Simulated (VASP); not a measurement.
# NaI (Immm) in VASP: further runs, part 2 of 2

VASP 6.6.1. Earlier steps stand in the parts before.

### 5 Single point, r2SCAN (strain +0.0050 x Voigt [0, 0, 0, 0, 1, 0])

The input, POSCAR:

```
NaI
1.0
    0.0080910000      3.2364000000      3.2364000000
    3.2444910000      0.0000000000      3.2444910000
    3.2364000000      3.2364000000      0.0080910000
Na I
1 1
Direct
    0.0000000000      0.0000000000      0.0000000000
    0.5000000000      0.5000000000      0.5000000000
```

The input, INCAR.step1:

```
  ALGO = Normal
  EDIFF = 1E-4
  ENCUT = 520
  GGA = PE
  ISMEAR = 0
  LASPH = T
  LCHARG = F
  LREAL = F
  LWAVE = T
  NBANDS = 14
  NELM = 80
  PREC = Accurate
  SIGMA = 0.05
```

The input, INCAR.step2:

```
  ALGO = Normal
  EDIFF = 1E-6
  ENCUT = 520
  ISIF = 2
  ISMEAR = 0
  ISTART = 1
  LASPH = T
  LCHARG = F
  LMIXTAU = T
  LREAL = F
  LWAVE = F
  METAGGA = R2SCAN
  NBANDS = 14
  NELM = 80
  PREC = Accurate
  SIGMA = 0.05
```

The input, KPOINTS:

```
k-points
0
Gamma
  6 6 6
```

Potentials or basis: VASP PAW PBE potentials, release 64 (Na_pv, I).

Launch:

```console
$ cat potpaw_PBE.64/Na_pv/POTCAR potpaw_PBE.64/I/POTCAR > POTCAR
$ cp INCAR.step1 INCAR
$ mpirun -np 1 vasp_std > vasp.out
$ cp INCAR.step2 INCAR
$ mpirun -np 1 vasp_std > vasp.out
```

OUTCAR:

```text
EDIFF = 1E-6
   ENCUT = 520
   ISIF = 2
   ISMEAR = 0
   ISTART = 1
   LASPH = T
   LREAL = F
   METAGGA = R2SCAN
   NELM = 80
   PREC = Accurate

 ion  position               nearest neighbor table
   1  0.000  0.000  0.000-
   2  0.500  0.500  0.500-

  LATTYP: Found a body centered orthorhombic cell.
 ALAT       =     4.5655183713
 B/A-ratio  =     1.0050125313
 C/A-ratio  =     1.4177579573

  Lattice vectors:

 A1 = (   0.0080910000,  -3.2364000000,   3.2364000000)
 A2 = (  -0.0080910000,  -3.2364000000,  -3.2364000000)
 A3 = (   3.2364000000,   3.2364000000,   0.0080910000)

Analysis of symmetry for initial positions (statically):
=====================================================================
 Subroutine PRICEL returns:
 Original cell was already a primitive cell.

 Routine SETGRP: Setting up the symmetry group for a
 body centered orthorhombic supercell.

 Subroutine GETGRP returns: Found  8 space group operations
 (whereof  8 operations were pure point group operations)
 out of a pool of  8 trial point group operations.

The static configuration has the point symmetry D_2h.

Analysis of symmetry for dynamics (positions and initial velocities):
=====================================================================
 Subroutine PRICEL returns:
 Original cell was already a primitive cell.

 Routine SETGRP: Setting up the symmetry group for a
 body centered orthorhombic supercell.

 Subroutine GETGRP returns: Found  8 space group operations
 (whereof  8 operations were pure point group operations)
 out of a pool of  8 trial point group operations.

The dynamic configuration has the point symmetry D_2h.

 Subroutine INISYM returns: Found  8 space group operations
 (whereof  8 operations are pure point group operations),
 and found     1 'primitive' translations

----------------------------------------------------------------------------------------

                                     Primitive cell

  volume of cell :      67.7975

  direct lattice vectors                    reciprocal lattice vectors
     0.008091000  3.236400000  3.236400000    -0.154879846  0.154492646  0.154879846
     3.244491000  0.000000000  3.244491000     0.154107378 -0.154492646  0.154107378
     3.236400000  3.236400000  0.008091000     0.154879846  0.154492646 -0.154879846

  length of vectors
     4.576967925  4.588403175  4.576967925     0.268036399  0.267144428  0.268036399

  position of ions in fractional coordinates (direct lattice)
     0.000000000  0.000000000  0.000000000
     0.500000000  0.500000000  0.500000000

  ion indices of the primitive-cell ions
   primitive index   ion index
                 1           1
                 2           2

----------------------------------------------------------------------------------------

 KPOINTS: k-points

Automatic generation of k-mesh.
 Grid dimensions read from file:
 generate k-points for:    6    6    6

 Generating k-lattice:

  Cartesian coordinates                     Fractional coordinates (reciprocal lattice)
[... 39 lines left out ...]
  0.500000  0.000000  0.166667      4.000000
 -0.333333  0.000000  0.166667      4.000000
 [... further k-points ...]
   k-points           NKPTS =     46   k-points in BZ     NKDIM =     46   number of bands    NBANDS=     14
   number of dos      NEDOS =    301   number of ions     NIONS =      2
   total plane-waves  NPLWV =  46656
   dimension x,y,z NGX =    36 NGY =   36 NGZ =   36
   dimension x,y,z NGXF=    72 NGYF=   72 NGZF=   72
   ions per type =               1   1
   NGX,Y,Z   is equivalent  to a cutoff of  13.08, 13.04, 13.08 a.u.
   NGXF,Y,Z  is equivalent  to a cutoff of  26.15, 26.09, 26.15 a.u.
 SYSTEM =  unknown system
   PREC   = accura    normal or accurate (medium, high low for compatibility)
   ISTART =      1    job   : 0-new  1-cont  2-samecut
   ICHARG =      0    charge: 1-file 2-atom 10-const
   ISPIN  =      1    spin polarized calculation?
   LNONCOLLINEAR =      F non collinear calculations
   LSORBIT =      F    spin-orbit coupling
   LASPH  =      T    aspherical Exc in radial PAW
   ENCUT  =  520.0 eV  38.22 Ry    6.18 a.u.   8.51  8.53  8.51*2*pi/ulx,y,z
   NELM   =     80;   NELMIN=  2; NELMDL=  0     # of ELM steps
   EDIFF  = 0.1E-05   stopping-criterion for ELM
   LREAL  =      F    real-space projection
   EDIFFG = 0.1E-04   stopping-criterion for IOM
   NSW    =      0    number of steps for IOM
   IBRION =     -1    ionic relax: 0-MD 1-quasi-New 2-CG
   NFREE  =      0    steps in history (QN), initial steepest desc. (CG)
   ISIF   =      2    stress and relaxation
   ISYM   =      2    0-nonsym 1-usesym 2-fastsym
   POTIM  = 0.5000    time-step for ionic-motion
   TEBEG  =    0.0;   TEEND  =   0.0 temperature during run
   PSTRESS=    0.0 pullay stress
   NELECT =      14.0000    total number of electrons
   NUPDOWN=      -1.0000    fix difference up-down
   EMIN   =  10.00;   EMAX   =-10.00  energy-range for DOS
   EFERMI =   0.00;   METHOD = LEGACY
   ISMEAR =     0;   SIGMA  =   0.05  broadening in eV -4-tet -1-fermi 0-gaus
   EFERMI_NEDOS =   21; number of points for ismear=-14 and -15
   IALGO  =     38    algorithm
   IMIX   =      4    mixing-type and parameters
     AMIX     =   0.40;   BMIX     =  1.00
     AMIX_MAG =   1.60;   BMIX_MAG =  1.00
  volume/ion in A,a.u.               =      33.90       228.76
  Fermi-wavevector in a.u.,A,eV,Ry     =   0.967638  1.828571 12.739450  0.936323
  Thomas-Fermi vector in A             =   2.097540
   LORBIT       =      0    0 simple, 1 ext, 2 COOP (PROOUT), +10 PAW based schemes
   METAGGA = R2SCAN    functional components
   LHFCALC =     F    Hartree Fock is set to
   AEXX    =    0.0000 exact exchange contribution
   IVDW    =     0    specifies the selected vdW correction
   LEPSILON=     F    determine dielectric tensor
   LRPA    =     F    only Hartree local field effects (RPA)
 non-spin polarized calculation
 Gauss-broadening in eV      SIGMA  =   0.05
  energy-cutoff  :      520.00
  volume of cell :       67.80
 maximum number of plane-waves:      1851
 NGX is ok and might be reduce to    36
   NGX = 17   NGY = 17   NGZ = 17

 number of electron      13.9999993 magnetization

 Free energy of the ion-electron system (eV)
  ---------------------------------------------------
  ext. energy  EPLUGINS =         0.00000000
  ---------------------------------------------------
  free energy    TOTEN  =       -31.08536249 eV

  energy without entropy =      -31.08536249  energy(sigma->0) =      -31.08536249

 E-fermi :   0.8205     XC(G=0):  -8.0686

 val. band max:        0.4915461694   @ k =   0.0000   0.0000   0.0000
 cond. band min:       4.9189339921   @ k =   0.0000   0.0000   0.0000
 fundamental gap:      4.4273878227
 Fermi energy:         0.8205044907

 k-point     1 :       0.0000    0.0000    0.0000
  band No.  band energies     occupation
      1     -22.7710      2.00000
      2     -22.7710      2.00000
      3     -22.7707      2.00000
      4     -10.8653      2.00000
      5       0.4690      2.00000
      6       0.4801      2.00000
      7       0.4915      2.00000
      8       4.9189      0.00000
      9       8.9263      0.00000
     10       8.9550      0.00000
     11       8.9837      0.00000
     12      10.8068      0.00000
     13      10.8071      0.00000
     14      11.5957      0.00000
[... 377 lines left out ...]
      1     -22.7751      2.00000
      2     -22.7721      2.00000
      3     -22.7710      2.00000
      4     -10.5375      2.00000
      5      -1.3775      2.00000
      6      -0.2714      2.00000
      7       0.1676      2.00000
      8       6.9338      0.00000
      9       8.0184      0.00000
     10       9.0022      0.00000
     11       9.2153      0.00000
     12      11.1715      0.00000
     13      12.7866      0.00000
     14      13.3628      0.00000

 [... further k-points ...]

------------------------ aborting loop because EDIFF is reached ----------------------------------------

  FORCE on cell =-STRESS in cart. coord.  units (eV):
  Direction    XX          YY          ZZ          XY          YZ          ZX
  --------------------------------------------------------------------------------------
  -------------------------------------------------------------------------------------
  Total       -0.0758105     -0.0759376     -0.0758105      0.0000000      0.0000000     -0.0162957
  in kB       -1.7915388     -1.7945407     -1.7915388      0.0000000      0.0000000     -0.3850970
  external PRESSURE =      -1.7925394 kB  Pullay stress =       0.0000000 kB

 VOLUME and BASIS-vectors are now :
 -----------------------------------------------------------------------------
  energy-cutoff  :      520.00
  volume of cell :       67.80
      direct lattice vectors                 reciprocal lattice vectors
     0.008091000  3.236400000  3.236400000    -0.154879846  0.154492646  0.154879846
     3.244491000  0.000000000  3.244491000     0.154107378 -0.154492646  0.154107378
     3.236400000  3.236400000  0.008091000     0.154879846  0.154492646 -0.154879846

 POSITION                                       TOTAL-FORCE (eV/Angst)
 -----------------------------------------------------------------------------------
      0.00000      0.00000      0.00000        -0.000000     -0.000000     -0.000000
      3.24449      3.23640      3.24449         0.000000      0.000000      0.000000
 -----------------------------------------------------------------------------------
    total drift:                                0.000000      0.000000      0.000000

  FREE ENERGIE OF THE ION-ELECTRON SYSTEM (eV)
  ---------------------------------------------------
  free  energy   TOTEN  =       -31.0853624923 eV

  energy  without entropy=      -31.0853624923  energy(sigma->0) =      -31.08536249
```

OUTCAR.step1:

```text
EDIFF = 1E-4
   ENCUT = 520
   GGA = PE
   ISMEAR = 0
   LASPH = T
[... 631 lines left out ...]
 -----------------------------------------------------------------------------------
      0.00000      0.00000      0.00000        -0.000000     -0.000000      0.000000
      3.24449      3.23640      3.24449         0.000000      0.000000     -0.000000
 -----------------------------------------------------------------------------------
    total drift:                                0.000000      0.000000      0.000000

  FREE ENERGIE OF THE ION-ELECTRON SYSTEM (eV)
  ---------------------------------------------------
  free  energy   TOTEN  =        -5.3848733557 eV

  energy  without entropy=       -5.3848733557  energy(sigma->0) =       -5.38487336
```

OSZICAR.step1:

```text
N       E                     dE             d eps       ncg     rms          rms(c)
DAV:   1     0.828330960190E+02    0.82833E+02   -0.66240E+03  1288   0.896E+02
DAV:   2     0.124332243694E+01   -0.81590E+02   -0.76271E+02  1366   0.220E+02
DAV:   3    -0.528860048649E+01   -0.65319E+01   -0.64953E+01  1690   0.600E+01
DAV:   4    -0.544828756635E+01   -0.15969E+00   -0.15965E+00  1602   0.969E+00
DAV:   5    -0.545253476030E+01   -0.42472E-02   -0.42471E-02  1702   0.153E+00    0.163E+00
DAV:   6    -0.539146740398E+01    0.61067E-01   -0.71107E-02  1534   0.156E+00    0.110E+00
DAV:   7    -0.538283848486E+01    0.86289E-02   -0.65270E-02  1654   0.131E+00    0.611E-01
DAV:   8    -0.538490923898E+01   -0.20708E-02   -0.53209E-03  1486   0.575E-01    0.175E-01
DAV:   9    -0.538487335565E+01    0.35883E-04   -0.20271E-04  1606   0.124E-01
   1 F= -.53848734E+01 E0= -.53848734E+01  d E =-.893511E-21
```

Wall time 1.9 min (1 thread of AMD EPYC 9R45 (Zen 5), shared host); peak memory 0.2 GiB.

What came out:

| Item | Value |
| --- | --- |
| Free energy | -31.0854 eV |
| Pressure | -0.2 GPa |
| Band gap on the k mesh | 4.43 eV |

Caveat: the cell differs from its parent crystal (strain +0.0050 x Voigt [0, 0, 0, 0, 1, 0]); the PAW data sets were made with another functional, which shifts forces and pressure a little; spin-orbit coupling is left out, which moves the levels of the heavy elements.

### 6 The runs side by side

| cell | gap on the mesh (eV) | pressure (GPa) |
| --- | --- | --- |
| a = 4.577, b = 4.531 Å, angles 60.3, 60.7, 60.3°, 2 atoms | 4.39 | -0.2 |
| a = 4.577, b = 4.611 Å, angles 59.8, 59.5, 59.8°, 2 atoms | 4.40 | -0.2 |
| a = 4.577, b = 4.554 Å, angles 60.2, 60.3, 60.2°, 2 atoms | 4.42 | -0.2 |
| a = 4.577, b = 4.588 Å, angles 59.9, 59.8, 59.9°, 2 atoms | 4.43 | -0.2 |

Alike in all rows: task single point; level r2SCAN; potentials or basis VASP PAW PBE potentials, release 64 (Na_pv, I); no spin polarisation; k mesh 6 × 6 × 6; cutoff (eV) 520; smearing gaussian 0.05 eV.

Caveats: the PAW data sets were made with another functional, which shifts forces and pressure a little; spin-orbit coupling is left out, which moves the levels of the heavy elements.

Total energies depend on the potentials used, so only differences within one code and one set of settings carry meaning.
